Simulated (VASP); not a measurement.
Au, 1 atom in the cell. The structure is cubic, space group Fm-3m (No. 225). The conventional cell has a = 4.070 Å, b = 4.070 Å, c = 4.070 Å, α = 90.00°, β = 90.00°, γ = 90.00°. Within 3.8 Å of Au (site symmetry m-3m) lie 12 Au at 2.88 Å. 

```yaml
Program: VASP 6.6.1
Task: single point
Functional: PBE
Potentials_or_basis: VASP PAW PBE potentials, release 64 (Au)
Cutoff: 520 eV
k_mesh: 11 × 11 × 11
Occupations: gaussian, width 0.024 eV
Spin: no spin polarisation
Dipole_correction: no
Further_INCAR_settings: ALGO = Fast; EDIFF = 1e-06; NBANDS = 12
```

Potentials or basis: VASP PAW PBE potentials, release 64 (Au).

Run with:

```console
$ cat potpaw_PBE.64/Au/POTCAR > POTCAR
$ mpirun -np 1 vasp_std > vasp.out
```

Hardware: 1 thread of Intel(R) Xeon(R) Platinum 8375C CPU @ 2.90GHz (Ice Lake), with other jobs on the host.

Question: How long does it take, and how much memory?

Answer: It took 20 s on 1 thread of Intel(R) Xeon(R) Platinum 8375C CPU @ 2.90GHz (Ice Lake), with other jobs on the host, peak memory 0.15 GiB. Counts: scf iterations 12, k points 56.
